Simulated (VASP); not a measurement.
# AlN (F-43m) in VASP: single point with r2SCAN

Aim: the single point of AlN with r2SCAN.

All numbers are computed with VASP 6.6.1; they aren't measurements. Logs are shortened: lines on timing, memory, paths and dates and some standing lists are left out, and cuts for length are marked.

**1. The cell of the first run**

It takes space group F-43m (No. 216, cubic). The conventional cell has a = 4.403 Å, b = 4.403 Å, c = 4.403 Å, α = 90.00°, β = 90.00°, γ = 90.00°. Within 2.5 Å of Al (site symmetry -43m) lie 4 N at 1.91 Å. N (site symmetry -43m) has 4 Al at 1.91 Å within 2.5 Å.

**2. Single point, r2SCAN**

POSCAR reads:

```
AlN
1.0
    0.0000000000      2.2016237539      2.2016237539
    2.2016237539      0.0000000000      2.2016237539
    2.2016237539      2.2016237539      0.0000000000
Al N
1 1
Direct
    0.0000000000      0.0000000000      0.0000000000
    0.7500000000      0.7500000000      0.7500000000
```

INCAR.step1 reads:

```
SYSTEM = AlN
ALGO = Normal
EDIFF = 1E-5
ENCUT = 660
GGA = PE
GGA_COMPAT = .FALSE.
ISMEAR = 0
LASPH = .TRUE.
LCHARG = .FALSE.
LREAL = .FALSE.
LWAVE = .TRUE.
NBANDS = 11
NELM = 120
PREC = Accurate
SIGMA = 0.02
```

INCAR.step2 reads:

```
SYSTEM = AlN
ALGO = Normal
EDIFF = 1E-6
ENCUT = 660
GGA_COMPAT = .FALSE.
ISIF = 2
ISMEAR = 0
ISTART = 1
LASPH = .TRUE.
LCHARG = .TRUE.
LELF = .TRUE.
LMIXTAU = .TRUE.
LREAL = .FALSE.
LVHAR = .TRUE.
LWAVE = .FALSE.
METAGGA = R2SCAN
NBANDS = 11
NELM = 120
PREC = Accurate
SIGMA = 0.02
```

KPOINTS reads:

```
k-points
0
G
  10 10 10
  0 0 0
```

Potentials or basis: VASP PAW PBE potentials, release 64 (Al, N).

Run with:

```console
cat potpaw_PBE.64/Al/POTCAR potpaw_PBE.64/N/POTCAR > POTCAR
cp INCAR.step1 INCAR
mpirun -np 1 vasp_std > vasp.out
cp INCAR.step2 INCAR
mpirun -np 1 vasp_std > vasp.out
```

OUTCAR:

```text
SYSTEM = AlN
   EDIFF = 1E-6
   ENCUT = 660
   ISIF = 2
   ISMEAR = 0
   ISTART = 1
   LASPH = .TRUE.
   LREAL = .FALSE.
   METAGGA = R2SCAN
   NELM = 120
   PREC = Accurate

 ion  position               nearest neighbor table
   1  0.000  0.000  0.000-   2 1.91   2 1.91   2 1.91   2 1.91
   2  0.750  0.750  0.750-   1 1.91   1 1.91   1 1.91   1 1.91

  LATTYP: Found a face centered cubic cell.
 ALAT       =     4.4032475078

  Lattice vectors:

 A1 = (   0.0000000000,   2.2016237539,   2.2016237539)
 A2 = (   2.2016237539,   0.0000000000,   2.2016237539)
 A3 = (   2.2016237539,   2.2016237539,   0.0000000000)

Analysis of symmetry for initial positions (statically):
=====================================================================
 Subroutine PRICEL returns:
 Original cell was already a primitive cell.

 Routine SETGRP: Setting up the symmetry group for a
 face centered cubic supercell.

 Subroutine GETGRP returns: Found 24 space group operations
 (whereof 24 operations were pure point group operations)
 out of a pool of 48 trial point group operations.

The static configuration has the point symmetry T_d .

Analysis of symmetry for dynamics (positions and initial velocities):
=====================================================================
 Subroutine PRICEL returns:
 Original cell was already a primitive cell.

 Routine SETGRP: Setting up the symmetry group for a
 face centered cubic supercell.

 Subroutine GETGRP returns: Found 24 space group operations
 (whereof 24 operations were pure point group operations)
 out of a pool of 48 trial point group operations.

The dynamic configuration has the point symmetry T_d .

 Subroutine INISYM returns: Found 24 space group operations
 (whereof 24 operations are pure point group operations),
 and found     1 'primitive' translations

----------------------------------------------------------------------------------------

                                     Primitive cell

  volume of cell :      21.3432

  direct lattice vectors                    reciprocal lattice vectors
     0.000000000  2.201623754  2.201623754    -0.227105108  0.227105108  0.227105108
     2.201623754  0.000000000  2.201623754     0.227105108 -0.227105108  0.227105108
     2.201623754  2.201623754  0.000000000     0.227105108  0.227105108 -0.227105108

  length of vectors
     3.113566172  3.113566172  3.113566172     0.393357585  0.393357585  0.393357585

  position of ions in fractional coordinates (direct lattice)
     0.000000000  0.000000000  0.000000000
     0.750000000  0.750000000  0.750000000

  ion indices of the primitive-cell ions
   primitive index   ion index
                 1           1
                 2           2

----------------------------------------------------------------------------------------

 KPOINTS: k-points

Automatic generation of k-mesh.
 Grid dimensions read from file:
 generate k-points for:   10   10   10

 Generating k-lattice:

  Cartesian coordinates                     Fractional coordinates (reciprocal lattice)
    -0.022710511  0.022710511  0.022710511     0.100000000  0.000000000  0.000000000
     0.022710511 -0.022710511  0.022710511     0.000000000  0.100000000  0.000000000
     0.022710511  0.022710511 -0.022710511     0.000000000  0.000000000  0.100000000

  Length of vectors
     0.039335759  0.039335759  0.039335759

  Shift w.r.t. Gamma in fractional coordinates (k-lattice)
     0.000000000  0.000000000  0.000000000

 Subroutine IBZKPT returns following result:
 ===========================================

 Found     47 irreducible k-points:

 Following reciprocal coordinates:
            Coordinates               Weight
  0.000000  0.000000  0.000000      1.000000
  0.100000  0.000000  0.000000      8.000000
  0.200000  0.000000  0.000000      8.000000
  0.300000  0.000000  0.000000      8.000000
  0.400000  0.000000  0.000000      8.000000
  0.500000  0.000000  0.000000      4.000000
[... 16 lines left out ...]
  0.300000  0.300000  0.000000      6.000000
  0.400000  0.300000  0.000000     24.000000
 [... further k-points ...]
   k-points           NKPTS =     47   k-points in BZ     NKDIM =     47   number of bands    NBANDS=     11
   number of dos      NEDOS =    301   number of ions     NIONS =      2
   total plane-waves  NPLWV =  21952
   dimension x,y,z NGX =    28 NGY =   28 NGZ =   28
   dimension x,y,z NGXF=    56 NGYF=   56 NGZF=   56
   ions per type =               1   1
   NGX,Y,Z   is equivalent  to a cutoff of  14.95, 14.95, 14.95 a.u.
   NGXF,Y,Z  is equivalent  to a cutoff of  29.90, 29.90, 29.90 a.u.
 SYSTEM =  AlN
   PREC   = accura    normal or accurate (medium, high low for compatibility)
   ISTART =      1    job   : 0-new  1-cont  2-samecut
   ICHARG =      0    charge: 1-file 2-atom 10-const
   ISPIN  =      1    spin polarized calculation?
   LNONCOLLINEAR =      F non collinear calculations
   LSORBIT =      F    spin-orbit coupling
   LASPH  =      T    aspherical Exc in radial PAW
   ENCUT  =  660.0 eV  48.51 Ry    6.96 a.u.   6.52  6.52  6.52*2*pi/ulx,y,z
   NELM   =    120;   NELMIN=  2; NELMDL=  0     # of ELM steps
   EDIFF  = 0.1E-05   stopping-criterion for ELM
   LREAL  =      F    real-space projection
   EDIFFG = 0.1E-04   stopping-criterion for IOM
   NSW    =      0    number of steps for IOM
   IBRION =     -1    ionic relax: 0-MD 1-quasi-New 2-CG
   NFREE  =      0    steps in history (QN), initial steepest desc. (CG)
   ISIF   =      2    stress and relaxation
   ISYM   =      2    0-nonsym 1-usesym 2-fastsym
   POTIM  = 0.5000    time-step for ionic-motion
   TEBEG  =    0.0;   TEEND  =   0.0 temperature during run
   PSTRESS=    0.0 pullay stress
   NELECT =       8.0000    total number of electrons
   NUPDOWN=      -1.0000    fix difference up-down
   EMIN   =  10.00;   EMAX   =-10.00  energy-range for DOS
   EFERMI =   0.00;   METHOD = LEGACY
   ISMEAR =     0;   SIGMA  =   0.02  broadening in eV -4-tet -1-fermi 0-gaus
   EFERMI_NEDOS =   21; number of points for ismear=-14 and -15
   IALGO  =     38    algorithm
   IMIX   =      4    mixing-type and parameters
     AMIX     =   0.40;   BMIX     =  1.00
     AMIX_MAG =   1.60;   BMIX_MAG =  1.00
  volume/ion in A,a.u.               =      10.67        72.02
  Fermi-wavevector in a.u.,A,eV,Ry     =   1.180371  2.230577 18.956655  1.393275
  Thomas-Fermi vector in A             =   2.316664
   LORBIT       =      0    0 simple, 1 ext, 2 COOP (PROOUT), +10 PAW based schemes
   METAGGA = R2SCAN    functional components
   LHFCALC =     F    Hartree Fock is set to
   AEXX    =    0.0000 exact exchange contribution
   IVDW    =     0    specifies the selected vdW correction
   LEPSILON=     F    determine dielectric tensor
   LRPA    =     F    only Hartree local field effects (RPA)
 non-spin polarized calculation
 Gauss-broadening in eV      SIGMA  =   0.02
  energy-cutoff  :      660.00
  volume of cell :       21.34
 maximum number of plane-waves:       869
 NGX is ok and might be reduce to    28
   NGX = 13   NGY = 13   NGZ = 13

 number of electron       8.0000000 magnetization

 Free energy of the ion-electron system (eV)
  ---------------------------------------------------
  ext. energy  EPLUGINS =         0.00000000
  ---------------------------------------------------
  free energy    TOTEN  =       -19.17104135 eV

  energy without entropy =      -19.17104135  energy(sigma->0) =      -19.17104135

 E-fermi :   5.6011     XC(G=0): -11.3097

 val. band max:        5.4706966228   @ k =   0.0000   0.0000   0.0000
 cond. band min:       9.3856995120   @ k =   0.5000   0.5000   0.0000
 fundamental gap:      3.9150028892
 Fermi energy:         5.6010783276

 k-point     1 :       0.0000    0.0000    0.0000
  band No.  band energies     occupation
      1     -10.1329      2.00000
      2       5.4707      2.00000
      3       5.4707      2.00000
      4       5.4707      2.00000
      5      10.1388      0.00000
      6      18.7457      0.00000
      7      18.7457      0.00000
      8      18.7457      0.00000
      9      23.8052      0.00000
     10      23.8052      0.00000
     11      25.4635      0.00000

 k-point     2 :       0.1000    0.0000    0.0000
  band No.  band energies     occupation
      1      -9.9904      2.00000
      2       4.6718      2.00000
      3       5.4190      2.00000
      4       5.4190      2.00000
      5      10.8029      0.00000
      6      18.3676      0.00000
      7      18.8832      0.00000
      8      18.8832      0.00000
      9      22.5955      0.00000
     10      22.5955      0.00000
     11      24.6703      0.00000

 k-point     3 :       0.2000    0.0000    0.0000
  band No.  band energies     occupation
      1      -9.5870      2.00000
      2       3.0685      2.00000
      3       5.2899      2.00000
      4       5.2899      2.00000
      5      11.9696      0.00000
      6      17.5844      0.00000
      7      18.7970      0.00000
      8      18.7970      0.00000
      9      22.0906      0.00000
     10      22.0906      0.00000
     11      23.7879      0.00000

 k-point     4 :       0.3000    0.0000    0.0000
  band No.  band energies     occupation
      1      -9.0083      2.00000
      2       1.4284      2.00000
      3       5.1412      2.00000
      4       5.1412      2.00000
      5      12.8637      0.00000
      6      16.8418      0.00000
      7      18.1011      0.00000
      8      18.1011      0.00000
      9      23.2183      0.00000
     10      23.2183      0.00000
     11      23.6129      0.00000
[... 239 lines left out ...]
 k-point    22 :      -0.2000    0.2000    0.0000
  band No.  band energies     occupation
      1      -8.8176      2.00000
      2       1.7282      2.00000
      3       3.7949      2.00000
      4       5.2153      2.00000
      5      13.6389      0.00000
      6      16.0954      0.00000
      7      17.6225      0.00000
      8      18.6309      0.00000
      9      21.2072      0.00000
     10      24.8344      0.00000
     11      27.6819      0.00000

 k-point    23 :       0.3000    0.3000    0.0000
  band No.  band energies     occupation
      1      -8.6455      2.00000
      2       1.9554      2.00000
      3       4.2288      2.00000
      4       4.2288      2.00000
      5      11.3922      0.00000
      6      15.8874      0.00000
      7      18.0597      0.00000
      8      20.8008      0.00000
      9      20.8008      0.00000
     10      26.6013      0.00000
     11      30.1282      0.00000

 k-point    24 :       0.4000    0.3000    0.0000
  band No.  band energies     occupation
      1      -8.2101      2.00000
      2       1.3299      2.00000
      3       3.7770      2.00000
      4       4.0640      2.00000
      5      10.9826      0.00000
      6      15.7209      0.00000
      7      18.4670      0.00000
      8      20.8809      0.00000
      9      21.4311      0.00000
     10      27.6315      0.00000
     11      29.9062      0.00000

 [... further k-points ...]
[... 5 lines left out ...]
  --------------------------------------------------------------------------------------
  -------------------------------------------------------------------------------------
  Total       -0.6634008     -0.6634008     -0.6634008      0.0000000      0.0000000      0.0000000
  in kB      -49.7997620    -49.7997620    -49.7997620      0.0000000      0.0000000      0.0000000
  external PRESSURE =     -49.7997620 kB  Pullay stress =       0.0000000 kB

 VOLUME and BASIS-vectors are now :
 -----------------------------------------------------------------------------
  energy-cutoff  :      660.00
  volume of cell :       21.34
      direct lattice vectors                 reciprocal lattice vectors
     0.000000000  2.201623754  2.201623754    -0.227105108  0.227105108  0.227105108
     2.201623754  0.000000000  2.201623754     0.227105108 -0.227105108  0.227105108
     2.201623754  2.201623754  0.000000000     0.227105108  0.227105108 -0.227105108

 POSITION                                       TOTAL-FORCE (eV/Angst)
 -----------------------------------------------------------------------------------
      0.00000      0.00000      0.00000        -0.000000     -0.000000     -0.000000
      3.30244      3.30244      3.30244         0.000000      0.000000      0.000000
 -----------------------------------------------------------------------------------
    total drift:                               -0.000000     -0.000000     -0.000000

  FREE ENERGIE OF THE ION-ELECTRON SYSTEM (eV)
  ---------------------------------------------------
  free  energy   TOTEN  =       -19.1710413483 eV

  energy  without entropy=      -19.1710413483  energy(sigma->0) =      -19.17104135
```

Run time: 32 s. Hardware: 1 thread of Intel Xeon 6975P-C (Granite Rapids), shared host; peak memory 0.16 GiB.

What came out:

- Free energy: -19.1710 eV
- Pressure: -5.0 GPa
- Band gap on the k mesh: 3.92 eV, indirect (least direct gap 4.67 eV)

Levels at points of the mesh, in eV from the valence-band top:
| k point | band 1 | band 2 | band 3 | band 4 | band 5 | band 6 | band 7 | band 8 | band 9 |
| --- | --- | --- | --- | --- | --- | --- | --- | --- | --- |
| (0.00, 0.00, 0.00) | -15.60 | 0.00 | 0.00 | 0.00 | 4.67 | 13.27 | 13.27 | 13.27 | 18.33 |
| (0.50, 0.00, 0.00) | -13.66 | -5.79 | -0.48 | -0.48 | 7.98 | 10.65 | 11.79 | 11.79 | 18.99 |
| (0.50, 0.50, 0.00) | -13.05 | -4.88 | -1.78 | -1.78 | 3.92 | 9.32 | 14.86 | 16.64 | 16.64 |

Caveat: the PAW data sets were made with another functional, which shifts forces and pressure a little. r2SCAN opens gaps a little over a GGA but as a rule still falls short of measured ones.
